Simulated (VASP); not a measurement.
# InSb in VASP: notebook

Runs on InSb. Level: PBE. Tasks: single point.

Program: VASP 6.6.1. These are calculated values, not measurements. Logs are shortened: lines on timing, memory, paths and dates and some standing lists are left out, and cuts for length are marked.

### Step 1. The cell of the first run

Symmetry: F-43m, No. 216, cubic system. The conventional cell has a = 6.369 Å, b = 6.369 Å, c = 6.369 Å, α = 90.00°, β = 90.00°, γ = 90.00°. In (site symmetry -43m) has 4 Sb at 2.76 Å within 3.6 Å. Within 3.6 Å of Sb (site symmetry -43m) lie 4 In at 2.76 Å.

### Step 2. Single point, PBE (strain -0.040 along x and y, -0.040 along z)

Contents of INCAR:

```
PREC = Accurate
ENCUT = 520
EDIFF = 1E-6
ISMEAR = 0
SIGMA = 0.15
LREAL = False
LASPH = True
NELM = 80
ALGO = Normal
ISIF = 2
LWAVE = False
LCHARG = False
GGA = PE
NBANDS = 16
```

Contents of KPOINTS:

```
regular mesh
0
Gamma
  16 16 16
```

Contents of POSCAR:

```
InSb
1.0
    0.0000000000      3.1847279916      3.1847279916
    3.1847279916      0.0000000000      3.1847279916
    3.1847279916      3.1847279916      0.0000000000
In Sb
1 1
Direct
    0.0000000000      0.0000000000      0.0000000000
    0.7500000000      0.7500000000      0.7500000000
```

Potentials or basis: VASP PAW PBE potentials, release 64 (In_d, Sb).

The run is started by

```console
> cat potpaw_PBE.64/In_d/POTCAR potpaw_PBE.64/Sb/POTCAR > POTCAR
> mpirun -np 1 vasp_std > vasp.out
```

OUTCAR:

```text
PREC = Accurate
   ENCUT = 520
   EDIFF = 1E-6
   ISMEAR = 0
   LREAL = False
   LASPH = True
   NELM = 80
   ISIF = 2
   GGA = PE

 ion  position               nearest neighbor table
   1  0.000  0.000  0.000-   2 2.76   2 2.76   2 2.76   2 2.76
   2  0.750  0.750  0.750-   1 2.76   1 2.76   1 2.76   1 2.76

  LATTYP: Found a face centered cubic cell.
 ALAT       =     6.3694559832

  Lattice vectors:

 A1 = (   0.0000000000,   3.1847279916,   3.1847279916)
 A2 = (   3.1847279916,   0.0000000000,   3.1847279916)
 A3 = (   3.1847279916,   3.1847279916,   0.0000000000)

Analysis of symmetry for initial positions (statically):
=====================================================================
 Subroutine PRICEL returns:
 Original cell was already a primitive cell.

 Routine SETGRP: Setting up the symmetry group for a
 face centered cubic supercell.

 Subroutine GETGRP returns: Found 24 space group operations
 (whereof 24 operations were pure point group operations)
 out of a pool of 48 trial point group operations.

The static configuration has the point symmetry T_d .

Analysis of symmetry for dynamics (positions and initial velocities):
=====================================================================
 Subroutine PRICEL returns:
 Original cell was already a primitive cell.

 Routine SETGRP: Setting up the symmetry group for a
 face centered cubic supercell.

 Subroutine GETGRP returns: Found 24 space group operations
 (whereof 24 operations were pure point group operations)
 out of a pool of 48 trial point group operations.

The dynamic configuration has the point symmetry T_d .

 Subroutine INISYM returns: Found 24 space group operations
 (whereof 24 operations are pure point group operations),
 and found     1 'primitive' translations

----------------------------------------------------------------------------------------

                                     Primitive cell

  volume of cell :      64.6022

  direct lattice vectors                    reciprocal lattice vectors
     0.000000000  3.184727992  3.184727992    -0.156999279  0.156999279  0.156999279
     3.184727992  0.000000000  3.184727992     0.156999279 -0.156999279  0.156999279
     3.184727992  3.184727992  0.000000000     0.156999279  0.156999279 -0.156999279

  length of vectors
     4.503885518  4.503885518  4.503885518     0.271930729  0.271930729  0.271930729

  position of ions in fractional coordinates (direct lattice)
     0.000000000  0.000000000  0.000000000
     0.750000000  0.750000000  0.750000000

  ion indices of the primitive-cell ions
   primitive index   ion index
                 1           1
                 2           2

----------------------------------------------------------------------------------------

 KPOINTS: regular mesh

Automatic generation of k-mesh.
 Grid dimensions read from file:
 generate k-points for:   16   16   16

 Generating k-lattice:

  Cartesian coordinates                     Fractional coordinates (reciprocal lattice)
    -0.009812455  0.009812455  0.009812455     0.062500000  0.000000000  0.000000000
     0.009812455 -0.009812455  0.009812455     0.000000000  0.062500000  0.000000000
     0.009812455  0.009812455 -0.009812455     0.000000000  0.000000000  0.062500000

  Length of vectors
     0.016995671  0.016995671  0.016995671

  Shift w.r.t. Gamma in fractional coordinates (k-lattice)
     0.000000000  0.000000000  0.000000000

 Subroutine IBZKPT returns following result:
 ===========================================

 Found    145 irreducible k-points:

 Following reciprocal coordinates:
            Coordinates               Weight
  0.000000  0.000000  0.000000      1.000000
  0.062500  0.000000  0.000000      8.000000
  0.125000  0.000000  0.000000      8.000000
  0.187500  0.000000  0.000000      8.000000
  0.250000  0.000000  0.000000      8.000000
  0.312500  0.000000  0.000000      8.000000
[... 16 lines left out ...]
 -0.125000  0.062500  0.000000     24.000000
 -0.062500  0.062500  0.000000     12.000000
 [... further k-points ...]
   k-points           NKPTS =    145   k-points in BZ     NKDIM =    145   number of bands    NBANDS=     16
   number of dos      NEDOS =    301   number of ions     NIONS =      2
   total plane-waves  NPLWV =  46656
   dimension x,y,z NGX =    36 NGY =   36 NGZ =   36
   dimension x,y,z NGXF=    72 NGYF=   72 NGZF=   72
   ions per type =               1   1
   NGX,Y,Z   is equivalent  to a cutoff of  13.29, 13.29, 13.29 a.u.
   NGXF,Y,Z  is equivalent  to a cutoff of  26.58, 26.58, 26.58 a.u.
 SYSTEM =  unknown system
   PREC   = accura    normal or accurate (medium, high low for compatibility)
   ISTART =      0    job   : 0-new  1-cont  2-samecut
   ICHARG =      2    charge: 1-file 2-atom 10-const
   ISPIN  =      1    spin polarized calculation?
   LNONCOLLINEAR =      F non collinear calculations
   LSORBIT =      F    spin-orbit coupling
   LASPH  =      T    aspherical Exc in radial PAW
   ENCUT  =  520.0 eV  38.22 Ry    6.18 a.u.   8.37  8.37  8.37*2*pi/ulx,y,z
   NELM   =     80;   NELMIN=  2; NELMDL= -5     # of ELM steps
   EDIFF  = 0.1E-05   stopping-criterion for ELM
   LREAL  =      F    real-space projection
   EDIFFG = 0.1E-04   stopping-criterion for IOM
   NSW    =      0    number of steps for IOM
   IBRION =     -1    ionic relax: 0-MD 1-quasi-New 2-CG
   NFREE  =      0    steps in history (QN), initial steepest desc. (CG)
   ISIF   =      2    stress and relaxation
   ISYM   =      2    0-nonsym 1-usesym 2-fastsym
   POTIM  = 0.5000    time-step for ionic-motion
   TEBEG  =    0.0;   TEEND  =   0.0 temperature during run
   PSTRESS=    0.0 pullay stress
   NELECT =      18.0000    total number of electrons
   NUPDOWN=      -1.0000    fix difference up-down
   EMIN   =  10.00;   EMAX   =-10.00  energy-range for DOS
   EFERMI =   0.00;   METHOD = LEGACY
   ISMEAR =     0;   SIGMA  =   0.15  broadening in eV -4-tet -1-fermi 0-gaus
   EFERMI_NEDOS =   21; number of points for ismear=-14 and -15
   IALGO  =     38    algorithm
   IMIX   =      4    mixing-type and parameters
     AMIX     =   0.40;   BMIX     =  1.00
     AMIX_MAG =   1.60;   BMIX_MAG =  1.00
  volume/ion in A,a.u.               =      32.30       217.98
  Fermi-wavevector in a.u.,A,eV,Ry     =   1.069260  2.020608 15.555772  1.143317
  Thomas-Fermi vector in A             =   2.204934
   LORBIT       =      0    0 simple, 1 ext, 2 COOP (PROOUT), +10 PAW based schemes
   GGA     = PE    functional components
   LHFCALC =     F    Hartree Fock is set to
   AEXX    =    0.0000 exact exchange contribution
   IVDW    =     0    specifies the selected vdW correction
   LEPSILON=     F    determine dielectric tensor
   LRPA    =     F    only Hartree local field effects (RPA)
 non-spin polarized calculation
 Gauss-broadening in eV      SIGMA  =   0.15
  energy-cutoff  :      520.00
  volume of cell :       64.60
 maximum number of plane-waves:      1807
 NGX is ok and might be reduce to    36
   NGX = 17   NGY = 17   NGZ = 17

 number of electron      18.0000006 magnetization

 Free energy of the ion-electron system (eV)
  ---------------------------------------------------
  ext. energy  EPLUGINS =         0.00000000
  ---------------------------------------------------
  free energy    TOTEN  =        -6.81203533 eV

  energy without entropy =       -6.81193288  energy(sigma->0) =       -6.81198410

 E-fermi :   5.8258     XC(G=0):  -8.9075

 val. band max:        5.7744327215   @ k =   0.0000   0.0000   0.0000
 cond. band min:       6.2942639729   @ k =   0.5000   0.0000   0.0000
 fundamental gap:      0.5198312514
 Fermi energy:         5.8257924355

 k-point     1 :       0.0000    0.0000    0.0000
  band No.  band energies     occupation
      1      -9.0625      2.00000
      2      -9.0625      2.00000
      3      -9.0625      2.00000
      4      -8.9618      2.00000
      5      -8.9618      2.00000
      6      -5.3926      2.00000
[... 8 lines left out ...]
     15      14.0476      0.00000
     16      14.0476      0.00000

 k-point     2 :       0.0625    0.0000    0.0000
  band No.  band energies     occupation
      1      -9.0648      2.00000
      2      -9.0615      2.00000
      3      -9.0615      2.00000
      4      -8.9619      2.00000
      5      -8.9619      2.00000
      6      -5.3540      2.00000
[... 8 lines left out ...]
     15      13.6262      0.00000
     16      13.6262      0.00000

 k-point     3 :       0.1250    0.0000    0.0000
  band No.  band energies     occupation
      1      -9.0714      2.00000
      2      -9.0586      2.00000
      3      -9.0586      2.00000
      4      -8.9621      2.00000
      5      -8.9621      2.00000
      6      -5.2398      2.00000
[... 8 lines left out ...]
     15      13.1941      0.00000
     16      13.1941      0.00000

 k-point     4 :       0.1875    0.0000    0.0000
  band No.  band energies     occupation
      1      -9.0810      2.00000
      2      -9.0545      2.00000
      3      -9.0545      2.00000
      4      -8.9623      2.00000
      5      -8.9623      2.00000
      6      -5.0548      2.00000
[... 8 lines left out ...]
     15      12.9608      0.00000
     16      12.9608      0.00000
[... 324 lines left out ...]
 k-point    22 :      -0.1875    0.0625    0.0000
  band No.  band energies     occupation
      1      -9.0870      2.00000
      2      -9.0532      2.00000
      3      -9.0504      2.00000
      4      -8.9637      2.00000
      5      -8.9612      2.00000
      6      -4.9463      2.00000
[... 8 lines left out ...]
     15      12.7335      0.00000
     16      13.4217      0.00000

 k-point    23 :      -0.1250    0.0625    0.0000
  band No.  band energies     occupation
      1      -9.0768      2.00000
      2      -9.0574      2.00000
      3      -9.0548      2.00000
      4      -8.9632      2.00000
      5      -8.9614      2.00000
      6      -5.1522      2.00000
[... 8 lines left out ...]
     15      12.7259      0.00000
     16      13.2021      0.00000

 k-point    24 :      -0.0625    0.0625    0.0000
  band No.  band energies     occupation
      1      -9.0690      2.00000
      2      -9.0604      2.00000
      3      -9.0588      2.00000
      4      -8.9626      2.00000
      5      -8.9616      2.00000
      6      -5.2902      2.00000
[... 8 lines left out ...]
     15      13.1004      0.00000
     16      13.4491      0.00000

 [... further k-points ...]
[... 5 lines left out ...]
  --------------------------------------------------------------------------------------
  -------------------------------------------------------------------------------------
  Total        2.4316464      2.4316464      2.4316464     -0.0000000     -0.0000000     -0.0000000
  in kB       60.3064791     60.3064791     60.3064791     -0.0000000     -0.0000000     -0.0000000
  external PRESSURE =      60.3064791 kB  Pullay stress =       0.0000000 kB

 VOLUME and BASIS-vectors are now :
 -----------------------------------------------------------------------------
  energy-cutoff  :      520.00
  volume of cell :       64.60
      direct lattice vectors                 reciprocal lattice vectors
     0.000000000  3.184727992  3.184727992    -0.156999279  0.156999279  0.156999279
     3.184727992  0.000000000  3.184727992     0.156999279 -0.156999279  0.156999279
     3.184727992  3.184727992  0.000000000     0.156999279  0.156999279 -0.156999279

 POSITION                                       TOTAL-FORCE (eV/Angst)
 -----------------------------------------------------------------------------------
      0.00000      0.00000      0.00000        -0.000000      0.000000      0.000000
      4.77709      4.77709      4.77709         0.000000     -0.000000     -0.000000
 -----------------------------------------------------------------------------------
    total drift:                                0.000000      0.000000      0.000000

  FREE ENERGIE OF THE ION-ELECTRON SYSTEM (eV)
  ---------------------------------------------------
  free  energy   TOTEN  =        -6.8120353274 eV

  energy  without entropy=       -6.8119328820  energy(sigma->0) =       -6.81198410
```

It took 53 s on 1 thread of Intel Xeon 6975P-C (Granite Rapids), shared host; peak memory 0.31 GiB.

Results:

```
Free energy : -6.8120 eV
Pressure    : 6.0 GPa
```

Caveat: the cell differs from its parent crystal (strain -0.040 along x and y, -0.040 along z); spin-orbit coupling is left out, which moves the levels of the heavy elements.

### Step 3. Single point, PBE (strain -0.080 along x and y, -0.080 along z)

Contents of INCAR:

```
PREC = Accurate
ENCUT = 520
EDIFF = 1E-6
ISMEAR = 0
SIGMA = 0.15
LREAL = F
LASPH = T
NELM = 100
ALGO = Normal
ISIF = 2
LWAVE = F
LCHARG = F
GGA = PE
NBANDS = 16
```

Contents of KPOINTS:

```
Automatic mesh
0
Gamma
  16 16 16
```

Contents of POSCAR:

```
InSb
1.0
    0.0000000000      3.0520309919      3.0520309919
    3.0520309919      0.0000000000      3.0520309919
    3.0520309919      3.0520309919      0.0000000000
In Sb
1 1
Direct
    0.0000000000      0.0000000000      0.0000000000
    0.7500000000      0.7500000000      0.7500000000
```

Potentials or basis: VASP PAW PBE potentials, release 64 (In_d, Sb).

The run is started by

```console
> cat potpaw_PBE.64/In_d/POTCAR potpaw_PBE.64/Sb/POTCAR > POTCAR
> mpirun -np 1 vasp_std > vasp.out
```

Wall time 34 s (1 thread of Intel Xeon 6975P-C (Granite Rapids), shared host); peak memory 0.27 GiB.

Results (log left out):

```
Free energy            : -6.2870 eV
Pressure               : 16.8 GPa
Band gap on the k mesh : 0.87 eV, indirect (least direct gap 0.88 eV)
```

Levels at points of the mesh, in eV from the valence-band top:
```
           k point  band 5  band 6  band 7  band 8  band 9  band 10  band 11  band 12  band 13  band 14
(0.00, 0.00, 0.00)  -14.99  -12.03    0.00    0.00    0.00     0.88     2.89     2.89     2.89     5.85
(0.50, 0.00, 0.00)  -14.98  -10.15   -6.61   -1.32   -1.32     0.87     3.78     3.78     5.87     9.27
(0.50, 0.50, 0.00)  -14.97   -9.29   -6.80   -2.95   -2.95     0.97     1.14     9.23     9.23    10.09
```

Caveat: the cell differs from its parent crystal (strain -0.080 along x and y, -0.080 along z); spin-orbit coupling is left out, which moves the levels of the heavy elements. A k mesh can miss the band edges.

(Part 1 of 3 ends here.)
